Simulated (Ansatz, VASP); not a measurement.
# Ti2B3: VASP beside Ansatz

```
Ti B
1.0
     3.17221    0.00000    0.00000
     0.00000    3.17221    0.00000
     0.00000    0.00000    4.67229
Ti B
2 3
Direct
  0.00000 0.00000 0.72113
  0.50000 0.50000 0.28981
  0.50000 0.00000 0.99346
  0.00000 0.50000 0.99346
  0.00000 0.00000 0.27214
```

Change from the starting cell: species swapped into the Cu3Te2 type (P4mm, No. 99).

Alike in both runs: task single point; functional PBE; k mesh 6 × 6 × 4; occupations gaussian, width 0.1 eV; no spin polarisation.

```csv
,VASP,Ansatz
version,VASP 6.6.1,Ansatz 0.2.0
potentials or method,"VASP PAW PBE potentials, release 64 (Ti_sv, B), cutoff 520 eV","scalar-relativistic, plane waves, PAW"
valence electrons in the cell,33,33
```

VASP gave:

| Item | Value |
| --- | --- |
| gap on the k mesh at the Fermi level (eV) | none |
| rms of the force components (eV/Å) | 1.585 |

Question: Estimate Ansatz's values.

Answer: gap on the k mesh at the Fermi level (eV): none; rms of the force components (eV/Å): 1.579.

Atom by atom the forces differ by 0.014 eV/Å (rms over components). A gap of «none» marks a metal or a gap that the smearing closes.
